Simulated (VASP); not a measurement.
Wanted: the native input for a VASP 6.6.1 run.

```yaml
Task: single point
Functional: r2SCAN
Potentials_or_basis: VASP PAW PBE potentials, release 64 (Ba_sv)
Cutoff: 520 eV
k_mesh: 9 × 9 × 9
Occupations: fermi-dirac, width 0.1 eV
Spin: no spin polarisation
Dipole_correction: no
Further_INCAR_settings: ALGO = Normal; EDIFF = 1e-07; NBANDS = 11
```

Ba:

```
Ba
1.0
     4.05914    0.00000    0.00000
     0.00000    4.05914    0.00000
     0.00000    0.00000    4.05914
Ba
1
Direct
  0.00000 0.00000 0.00000
```

This cell differs from its parent crystal: volume scaled by 1.12.

One way to write it, as run:

POSCAR

```
Ba
1.0
    4.0591404660      0.0000000000      0.0000000000
    0.0000000000      4.0591404660      0.0000000000
    0.0000000000      0.0000000000      4.0591404660
Ba
1
Direct
    0.0000000000      0.0000000000      0.0000000000
```

INCAR.step1

```
PREC = Accurate
ENCUT = 520
ISMEAR = -1
SIGMA = 0.1
LREAL = False
LASPH = True
NELM = 60
NBANDS = 11
GGA = PE
ALGO = Normal
EDIFF = 1E-4
LWAVE = True
LCHARG = False
```

INCAR.step2

```
PREC = Accurate
ENCUT = 520
EDIFF = 1E-7
ISMEAR = -1
SIGMA = 0.1
LREAL = False
LASPH = True
NELM = 60
ALGO = Normal
ISIF = 2
LWAVE = False
LCHARG = False
METAGGA = R2SCAN
LMIXTAU = True
NBANDS = 11
ISTART = 1
```

KPOINTS

```
regular mesh
0
Gamma
  9 9 9
```

Potentials or basis: VASP PAW PBE potentials, release 64 (Ba_sv).

Command:

```sh
$ cat potpaw_PBE.64/Ba_sv/POTCAR > POTCAR
$ cp INCAR.step1 INCAR
$ mpirun -np 1 vasp_std > vasp.out
$ cp INCAR.step2 INCAR
$ mpirun -np 1 vasp_std > vasp.out
```

Results of the run:

* Pressure: -0.6 GPa
* Band gap on the k mesh: 0.15 eV, direct

Caveat: the PAW data sets were made with another functional, which shifts forces and pressure a little; spin-orbit coupling is left out, which moves the levels of the heavy elements.

Wall time 40 s on 1 thread of Intel(R) Xeon(R) 6975P-C (Granite Rapids), with other jobs on the host, peak memory 0.18 GiB.
